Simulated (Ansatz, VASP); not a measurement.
**Si2Ni: VASP beside Ansatz**

INCAR

```
ALGO = Normal
EDIFF = 1E-7
ENCUT = 520
GGA = PE
ISIF = 2
ISMEAR = 0
LASPH = T
LCHARG = T
LELF = T
LREAL = F
LVHAR = T
LWAVE = F
NBANDS = 16
NELM = 100
PREC = Accurate
SIGMA = 0.1
```

KPOINTS

```
k-points
0
Gamma
  14 14 14
```

POSCAR

```
Si2Ni
1.0
    0.0000000000      2.6391476215      2.6391476215
    2.6391476215      0.0000000000      2.6391476215
    2.6391476215      2.6391476215      0.0000000000
Si Ni
2 1
Direct
    0.2500000000      0.2500000000      0.2500000000
    0.7500000000      0.7500000000      0.7500000000
    0.0000000000      0.0000000000      0.0000000000
```

Input for Ansatz:

```yaml
crystal:
  lattice:
    - [0.0, 2.6391476215, 2.6391476215]
    - [2.6391476215, 0.0, 2.6391476215]
    - [2.6391476215, 2.6391476215, 0.0]
  atoms:
    - { symbol: Si, position: [0.25, 0.25, 0.25] }
    - { symbol: Si, position: [0.75, 0.75, 0.75] }
    - { symbol: Ni, position: [0.0, 0.0, 0.0] }
basis:
  ecutwfc: 420
kpoints:
  mp_grid: { grid: [14, 14, 14] }
hamiltonian:
  xc: pbe
scf:
  occupations: { method: gaussian, width: 0.1 }
output:
  forces: true
  stress: true
  eigenvalues: true
```

Alike in both runs: task single point; functional PBE; k mesh 14 × 14 × 14; occupations gaussian, width 0.1 eV; no spin polarisation.

|  | VASP | Ansatz |
| --- | --- | --- |
| version | VASP 6.6.1 | Ansatz 0.2.0 |
| potentials or method | VASP PAW PBE potentials, release 64 (Si, Ni), cutoff 520 eV | scalar-relativistic, plane waves, PAW |
| valence electrons in the cell | 18 | 26 |

|  | VASP | Ansatz | Ansatz less VASP |
| --- | --- | --- | --- |
| gap on the k mesh at the Fermi level (eV) | none | none | - |
| pressure (GPa) | 16.7 | 16.8 | +0.14 |

A gap of «none» marks a metal or a gap that the smearing closes. With one functional, cell and mesh, what is left measures potentials, basis and numerics. VASP's potentials hold 18 valence electrons a cell and Ansatz's 26, so a difference there can come from the potentials and not from the codes.
